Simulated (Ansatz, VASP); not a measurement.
# Co in VASP and in Ansatz

```
CELL_PARAMETERS angstrom
2.40732 0.00000 0.00000
-1.20366 2.08480 0.00000
0.00000 0.00000 3.89020
ATOMIC_POSITIONS crystal
Co 0.33333 0.66667 0.25000
Co 0.66667 0.33333 0.75000
```

Change from the starting cell: equal strain along all axes, cell held, atoms relaxed: -2.0 %.

Alike in both runs: task single point; functional PBEsol; k mesh 24 × 24 × 14; occupations gaussian, width 0.1 eV; collinear spin.

|  | VASP | Ansatz |
| --- | --- | --- |
| version | VASP 6.6.1 | Ansatz 0.2.0 |
| potentials or method | VASP PAW PBE potentials, release 64 (Co), cutoff 520 eV | scalar-relativistic, plane waves, PAW |
| valence electrons in the cell | 18 | 34 |

```csv
,VASP,Ansatz,Ansatz less VASP
gap on the k mesh at the Fermi level (eV),none,none,-
pressure (GPa),15.8,17.0,+1.27
"traceless stress, the component that is largest in VASP (GPa)",-0.25,-0.18,+0.073
net moment per atom (μB),1.52,1.52,+0.004
size of the moment on the site where the two differ most (μB),1.51,1.58,+0.066
```

VASP's potentials were made for PBE, not for PBEsol. Site moments also hang on the region over which each program counts them. A gap of «none» marks a metal or a gap that the smearing closes. The functional is the same, so the differences come from potentials, cutoffs and numerics. VASP's potentials hold 18 valence electrons a cell and Ansatz's 34, so a difference there can come from the potentials and not from the codes.
